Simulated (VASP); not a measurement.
MgO:

```xyz
4
Lattice="3.4864 0.0000 0.0000 -1.7432 3.0193 0.0000 0.0000 0.0000 4.1780" Properties=species:S:1:pos:R:3 pbc="T T T"
Mg    1.7432    1.0064    3.1335
Mg    0.0000    2.0129    1.0445
O     1.7432    1.0064    1.0445
O     0.0000    2.0129    3.1335
```

* Program: VASP 6.6.1
* Task: relaxation of cell and atoms
* Functional: LDA
* Potentials or basis: VASP PAW LDA potentials, release 64 (Mg, O)
* Cutoff: 600 eV
* k mesh: 6 × 6 × 6
* Occupations: gaussian, width 0.02 eV
* Spin: no spin polarisation

At the start: pressure -6.0 GPa; volume 10.99 Å³/atom.

Task: How do energy, volume and symmetry change on relaxing?

Result: Over 5 steps the energy falls by 9.1 meV/atom and the volume is 10.53 Å³/atom (-4.3 %); space group P6_3/mmc (No. 194, to 0.1 Å) before and after.

The path:
```csv
step,energy change (eV),largest force (eV/Å),pressure (GPa),volume (Å³)
1,0.0000,0.0000,-6.03,43.98
2,-0.0308,0.0000,2.59,41.40
3,-0.0364,0.0000,-0.02,42.10
4,-0.0364,0.0000,0.10,42.07
5,-0.0364,0.0000,-0.03,42.10
```

Final structure:
```
Mg O
1.0
     3.43482    0.00000    0.00000
    -1.71741    2.97464    0.00000
     0.00000    0.00000    4.12067
Mg O
2 2
Cartesian
  1.7174 0.9915 3.0905
  0.0000 1.9831 1.0302
  1.7174 0.9915 1.0302
  0.0000 1.9831 3.0905
```
